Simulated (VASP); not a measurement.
Input of a VASP 6.6.1 run:

File INCAR:

```
PREC = Accurate
ENCUT = 520
EDIFF = 1E-6
ISMEAR = 0
SIGMA = 0.1
LREAL = False
LASPH = True
NELM = 60
ALGO = Normal
ISIF = 2
LWAVE = False
LCHARG = False
GGA = PS
NBANDS = 16
```

KPOINTS

```
Automatic mesh
0
Gamma
  12 12 12
```

The input POSCAR:

```
Al2Au
1.0
    0.0000000000      3.0014927459      3.0014927459
    3.0014927459      0.0000000000      3.0014927459
    3.0014927459      3.0014927459      0.0000000000
Al Au
2 1
Direct
    0.2500000000      0.2500000000      0.2500000000
    0.7500000000      0.7500000000      0.7500000000
    0.0000000000      0.0000000000      0.0000000000
```

Potentials or basis: VASP PAW PBE potentials, release 64 (Al, Au).

Run with:

```sh
$ cat potpaw_PBE.64/Al/POTCAR potpaw_PBE.64/Au/POTCAR > POTCAR
$ mpirun -np 1 vasp_std > vasp.out
```

**Question.** What does it give for the pressure?

**Answer.** -0.2 GPa.

**Question.** What does it give for the band gap on the k mesh?

**Answer.** Zero (an odd number of electrons rules out a gap without spin polarisation).

Caveat: the PAW data sets were made with another functional, which shifts forces and pressure a little; spin-orbit coupling is left out, which moves the levels of the heavy elements.
